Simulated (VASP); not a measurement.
# NaF (P6_3/mmc) in VASP: single point with PBE

Aim: the single point of NaF with PBE.

Program: VASP 6.6.1. These are calculated values, not measurements. Logs are shortened: lines on timing, memory, paths and dates and some standing lists are left out, and cuts for length are marked.

**1. The cell of the first run**

It takes space group P6_3/mmc (No. 194, hexagonal). Conventional cell: a = 3.942 Å, b = 3.942 Å, c = 4.656 Å, α = 90.00°, β = 90.00°, γ = 120.00°. Na (site symmetry -6m2) has 5 F at 2.28 to 2.33 Å within 3.0 Å. F (site symmetry -6m2) has 5 Na at 2.28 to 2.33 Å within 3.0 Å.

**2. Single point, PBE**

The input, INCAR:

```
  PREC = Accurate
  ENCUT = 520
  EDIFF = 1E-6
  ISMEAR = -1
  SIGMA = 0.03
  LREAL = F
  LASPH = T
  NELM = 80
  ALGO = Normal
  ISIF = 2
  LWAVE = F
  LCHARG = F
  GGA = PE
  NBANDS = 22
```

The input, KPOINTS:

```
regular mesh
0
Gamma
  11 11 6
```

The input, POSCAR:

```
NaF
1.0
    3.9415111329      0.0000000000      0.0000000000
   -1.9707555664      3.4134487704      0.0000000000
    0.0000000000      0.0000000000      4.6559002752
Na F
2 2
Direct
    0.3333333333      0.6666666667     -0.0620000373
    0.6666666667      0.3333333333      0.4379999627
    0.3333333333      0.6666666667      0.4380000373
    0.6666666667      0.3333333333      0.9380000373
```

Potentials or basis: VASP PAW PBE potentials, release 64 (Na_pv, F).

On the command line:

```bash
cat potpaw_PBE.64/Na_pv/POTCAR potpaw_PBE.64/F/POTCAR > POTCAR
mpirun -np 1 vasp_std > vasp.out
```

OUTCAR:

```text
PREC = Accurate
   ENCUT = 520
   EDIFF = 1E-6
   ISMEAR = -1
   LREAL = F
   LASPH = T
   NELM = 80
   ISIF = 2
   GGA = PE

 ion  position               nearest neighbor table
   1  0.333  0.667  0.938-   4 2.28   4 2.28   4 2.28   3 2.33   3 2.33
   2  0.667  0.333  0.438-   3 2.28   3 2.28   3 2.28   4 2.33   4 2.33
   3  0.333  0.667  0.438-   2 2.28   2 2.28   2 2.28   1 2.33   1 2.33
   4  0.667  0.333  0.938-   1 2.28   1 2.28   1 2.28   2 2.33   2 2.33

  LATTYP: Found a hexagonal cell.
 ALAT       =     3.9415111329
 C/A-ratio  =     1.1812475262

  Lattice vectors:

 A1 = (   3.9415111329,   0.0000000000,   0.0000000000)
 A2 = (  -1.9707555664,   3.4134487704,   0.0000000000)
 A3 = (   0.0000000000,   0.0000000000,   4.6559002752)

Analysis of symmetry for initial positions (statically):
=====================================================================
 Subroutine PRICEL returns:
 Original cell was already a primitive cell.

 Routine SETGRP: Setting up the symmetry group for a
 hexagonal supercell.

 Subroutine GETGRP returns: Found 24 space group operations
 (whereof  6 operations were pure point group operations)
 out of a pool of 24 trial point group operations.

The static configuration has the point symmetry C_3v.
 The point group associated with its full space group is D_6h.

Analysis of symmetry for dynamics (positions and initial velocities):
=====================================================================
 Subroutine PRICEL returns:
 Original cell was already a primitive cell.

 Routine SETGRP: Setting up the symmetry group for a
 hexagonal supercell.

 Subroutine GETGRP returns: Found 24 space group operations
 (whereof  6 operations were pure point group operations)
 out of a pool of 24 trial point group operations.

The dynamic configuration has the point symmetry C_3v.
 The point group associated with its full space group is D_6h.

 Subroutine INISYM returns: Found 24 space group operations
 (whereof  6 operations are pure point group operations),
 and found     1 'primitive' translations

----------------------------------------------------------------------------------------

                                     Primitive cell

  volume of cell :      62.6412

  direct lattice vectors                    reciprocal lattice vectors
     3.941511133  0.000000000  0.000000000     0.253709800  0.146479421  0.000000000
    -1.970755566  3.413448770  0.000000000     0.000000000  0.292958842  0.000000000
     0.000000000  0.000000000  4.655900275     0.000000000  0.000000000  0.214781233

  length of vectors
     3.941511133  3.941511133  4.655900275     0.292958842  0.292958842  0.214781233

  position of ions in fractional coordinates (direct lattice)
     0.333333333  0.666666667  0.937999963
     0.666666667  0.333333333  0.437999963
     0.333333333  0.666666667  0.438000037
     0.666666667  0.333333333  0.938000037

  ion indices of the primitive-cell ions
   primitive index   ion index
                 1           1
                 2           2
                 3           3
                 4           4

----------------------------------------------------------------------------------------

 KPOINTS: regular mesh

Automatic generation of k-mesh.
 Grid dimensions read from file:
 generate k-points for:   11   11    6

 Generating k-lattice:

  Cartesian coordinates                     Fractional coordinates (reciprocal lattice)
     0.023064527  0.013316311  0.000000000     0.090909091 -0.000000000  0.000000000
     0.000000000  0.026632622  0.000000000     0.000000000  0.090909091  0.000000000
     0.000000000  0.000000000  0.035796872     0.000000000  0.000000000  0.166666667

  Length of vectors
     0.026632622  0.026632622  0.035796872

  Shift w.r.t. Gamma in fractional coordinates (k-lattice)
     0.000000000  0.000000000  0.000000000

 Subroutine IBZKPT returns following result:
 ===========================================

 Found     64 irreducible k-points:

 Following reciprocal coordinates:
            Coordinates               Weight
  0.000000  0.000000  0.000000      1.000000
  0.090909 -0.000000  0.000000      6.000000
  0.181818 -0.000000  0.000000      6.000000
  0.272727 -0.000000  0.000000      6.000000
  0.363636 -0.000000  0.000000      6.000000
  0.454545 -0.000000  0.000000      6.000000
[... 16 lines left out ...]
  0.090909  0.090909  0.166667     12.000000
  0.181818  0.090909  0.166667     24.000000
 [... further k-points ...]
   k-points           NKPTS =     64   k-points in BZ     NKDIM =     64   number of bands    NBANDS=     22
   number of dos      NEDOS =    301   number of ions     NIONS =      4
   total plane-waves  NPLWV =  32400
   dimension x,y,z NGX =    30 NGY =   30 NGZ =   36
   dimension x,y,z NGXF=    60 NGYF=   60 NGZF=   72
   ions per type =               2   2
   NGX,Y,Z   is equivalent  to a cutoff of  12.65, 12.65, 12.85 a.u.
   NGXF,Y,Z  is equivalent  to a cutoff of  25.31, 25.31, 25.71 a.u.
 SYSTEM =  unknown system
   PREC   = accura    normal or accurate (medium, high low for compatibility)
   ISTART =      0    job   : 0-new  1-cont  2-samecut
   ICHARG =      2    charge: 1-file 2-atom 10-const
   ISPIN  =      1    spin polarized calculation?
   LNONCOLLINEAR =      F non collinear calculations
   LSORBIT =      F    spin-orbit coupling
   LASPH  =      T    aspherical Exc in radial PAW
   ENCUT  =  520.0 eV  38.22 Ry    6.18 a.u.   7.33  7.33  8.66*2*pi/ulx,y,z
   NELM   =     80;   NELMIN=  2; NELMDL= -5     # of ELM steps
   EDIFF  = 0.1E-05   stopping-criterion for ELM
   LREAL  =      F    real-space projection
   EDIFFG = 0.1E-04   stopping-criterion for IOM
   NSW    =      0    number of steps for IOM
   IBRION =     -1    ionic relax: 0-MD 1-quasi-New 2-CG
   NFREE  =      0    steps in history (QN), initial steepest desc. (CG)
   ISIF   =      2    stress and relaxation
   ISYM   =      2    0-nonsym 1-usesym 2-fastsym
   POTIM  = 0.5000    time-step for ionic-motion
   TEBEG  =    0.0;   TEEND  =   0.0 temperature during run
   PSTRESS=    0.0 pullay stress
   NELECT =      28.0000    total number of electrons
   NUPDOWN=      -1.0000    fix difference up-down
   EMIN   =  10.00;   EMAX   =-10.00  energy-range for DOS
   EFERMI =   0.00;   METHOD = LEGACY
   ISMEAR =    -1;   SIGMA  =   0.03  broadening in eV -4-tet -1-fermi 0-gaus
   EFERMI_NEDOS =   21; number of points for ismear=-14 and -15
   IALGO  =     38    algorithm
   IMIX   =      4    mixing-type and parameters
     AMIX     =   0.40;   BMIX     =  1.00
     AMIX_MAG =   1.60;   BMIX_MAG =  1.00
  volume/ion in A,a.u.               =      15.66       105.68
  Fermi-wavevector in a.u.,A,eV,Ry     =   1.251721  2.365410 21.317686  1.566806
  Thomas-Fermi vector in A             =   2.385655
   LORBIT       =      0    0 simple, 1 ext, 2 COOP (PROOUT), +10 PAW based schemes
   GGA     = PE    functional components
   LHFCALC =     F    Hartree Fock is set to
   AEXX    =    0.0000 exact exchange contribution
   IVDW    =     0    specifies the selected vdW correction
   LEPSILON=     F    determine dielectric tensor
   LRPA    =     F    only Hartree local field effects (RPA)
 non-spin polarized calculation
  energy-cutoff  :      520.00
  volume of cell :       62.64
 maximum number of plane-waves:      1702
 NGX is ok and might be reduce to    30
   NGX = 15   NGY = 15   NGZ = 17

 number of electron      28.0000009 magnetization

 Free energy of the ion-electron system (eV)
  ---------------------------------------------------
  ext. energy  EPLUGINS =         0.00000000
  ---------------------------------------------------
  free energy    TOTEN  =       -16.99592072 eV

  energy without entropy =      -16.99592072  energy(sigma->0) =      -16.99592072

 E-fermi :  -2.3569     XC(G=0):  -7.8998

 val. band max:       -3.0054564464   @ k =   0.0000   0.0000   0.0000
 cond. band min:       2.4787143988   @ k =   0.0000   0.0000   0.0000
 fundamental gap:      5.4841708453
 Fermi energy:        -2.3569150073

 k-point     1 :       0.0000    0.0000    0.0000
  band No.  band energies     occupation
      1     -22.2558      2.00000
      2     -22.2207      2.00000
      3     -22.2207      2.00000
      4     -22.1800      2.00000
      5     -22.1800      2.00000
      6     -22.1434      2.00000
[... 14 lines left out ...]
     21      14.5418      0.00000
     22      14.8789      0.00000

 k-point     2 :       0.0909   -0.0000    0.0000
  band No.  band energies     occupation
      1     -22.2734      2.00000
      2     -22.2691      2.00000
      3     -22.2536      2.00000
      4     -22.2220      2.00000
      5     -22.1798      2.00000
      6     -22.1453      2.00000
[... 14 lines left out ...]
     21      14.7179      0.00000
     22      14.7780      0.00000

 k-point     3 :       0.1818   -0.0000    0.0000
  band No.  band energies     occupation
      1     -22.3947      2.00000
      2     -22.3696      2.00000
      3     -22.2472      2.00000
      4     -22.2254      2.00000
      5     -22.1794      2.00000
      6     -22.1506      2.00000
[... 14 lines left out ...]
     21      13.8879      0.00000
     22      14.2030      0.00000
[... 476 lines left out ...]
 k-point    23 :       0.0909    0.0909    0.1667
  band No.  band energies     occupation
      1     -22.4380      2.00000
      2     -22.4296      2.00000
      3     -22.2213      2.00000
      4     -22.2207      2.00000
      5     -22.1827      2.00000
      6     -22.1583      2.00000
[... 14 lines left out ...]
     21      13.8733      0.00000
     22      14.7568      0.00000

 k-point    24 :       0.1818    0.0909    0.1667
  band No.  band energies     occupation
      1     -22.5223      2.00000
      2     -22.5051      2.00000
      3     -22.2255      2.00000
      4     -22.2166      2.00000
      5     -22.1829      2.00000
      6     -22.1554      2.00000
[... 14 lines left out ...]
     21      13.3910      0.00000
     22      14.1791      0.00000

 [... further k-points ...]

------------------------ aborting loop because EDIFF is reached ----------------------------------------

  FORCE on cell =-STRESS in cart. coord.  units (eV):
  Direction    XX          YY          ZZ          XY          YZ          ZX
  --------------------------------------------------------------------------------------
  -------------------------------------------------------------------------------------
  Total       -0.0133554     -0.0133554     -0.0270912     -0.0000000     -0.0000000      0.0000000
  in kB       -0.3415919     -0.3415919     -0.6929141     -0.0000000     -0.0000000      0.0000000
  external PRESSURE =      -0.4586993 kB  Pullay stress =       0.0000000 kB

 VOLUME and BASIS-vectors are now :
 -----------------------------------------------------------------------------
  energy-cutoff  :      520.00
  volume of cell :       62.64
      direct lattice vectors                 reciprocal lattice vectors
     3.941511133  0.000000000  0.000000000     0.253709800  0.146479421  0.000000000
    -1.970755566  3.413448770  0.000000000     0.000000000  0.292958842  0.000000000
     0.000000000  0.000000000  4.655900275     0.000000000  0.000000000  0.214781233

 POSITION                                       TOTAL-FORCE (eV/Angst)
 -----------------------------------------------------------------------------------
     -0.00000      2.27563      4.36723        -0.000000     -0.000000     -0.000000
      1.97076      1.13782      2.03928        -0.000000      0.000000     -0.000000
     -0.00000      2.27563      2.03928         0.000000     -0.000000      0.000000
      1.97076      1.13782      4.36723        -0.000000      0.000000     -0.000000
 -----------------------------------------------------------------------------------
    total drift:                               -0.000000      0.000000     -0.001285

  FREE ENERGIE OF THE ION-ELECTRON SYSTEM (eV)
  ---------------------------------------------------
  free  energy   TOTEN  =       -16.9959207193 eV

  energy  without entropy=      -16.9959207193  energy(sigma->0) =      -16.99592072
```

It took 2 min on 1 thread of Intel Xeon 8259CL, shared host; peak memory 0.21 GiB.

What came out:

```yaml
Free_energy: -16.9959 eV
Pressure: 0.0 GPa
Band_gap_on_the_k_mesh: 5.48 eV
```

Levels at points of the mesh, in eV from the valence-band top:
| k point | band 11 | band 12 | band 13 | band 14 | band 15 | band 16 | band 17 | band 18 |
| --- | --- | --- | --- | --- | --- | --- | --- | --- |
| (0.00, 0.00, 0.00) | -0.55 | -0.26 | -0.26 | 0.00 | 5.48 | 12.39 | 12.53 | 15.11 |
| (0.00, 0.00, 0.50) | -0.41 | -0.41 | -0.41 | -0.41 | 7.70 | 7.70 | 16.01 | 16.01 |
